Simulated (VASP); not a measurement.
Runs of VASP 6.6.1 on Cd3AgF. The structure is that of space group Cmmm (No. 65), or close to it. The cells are those of the table. 

```tsv
spin	cell	k mesh	gap on the mesh (eV)	pressure (GPa)	largest force (eV/Å)
off	a = 4.825, b = 4.825, c = 5.026 Å, angles 90.0, 90.0, 106.0°, 5 atoms	8 × 8 × 8	none	0.2	0.01
off	a = 4.767, b = 4.767, c = 4.539 Å, angles 90.0, 90.0, 92.4°, 5 atoms	4 × 4 × 4	none	(a)	41.37
off	a = 4.848, b = 4.848, c = 4.947 Å, angles 90.0, 90.0, 74.3°, 5 atoms	4 × 4 × 4	none	0.2	0.01
collinear, ferromagnetic start	a = 4.767, b = 4.767, c = 4.539 Å, angles 90.0, 90.0, 92.4°, 5 atoms	4 × 4 × 4	none	70.2	41.37
```

Alike in all rows: task single point; level PBE; potentials or basis VASP PAW PBE potentials, release 64 (Cd, Ag, F); cutoff (eV) 520; smearing gaussian 0.1 eV.

Problem. Fill in the values left out.

Solution. (a) 70.3.

Caveats: forces of over 1 eV/Å act on the atoms, so gaps and moduli don't describe the material at rest (some runs).

A k mesh can miss the band edges, and the runs leave out spin-orbit coupling on Ag, Cd.

A gap of «none» marks levels without a gap at the run's occupations.
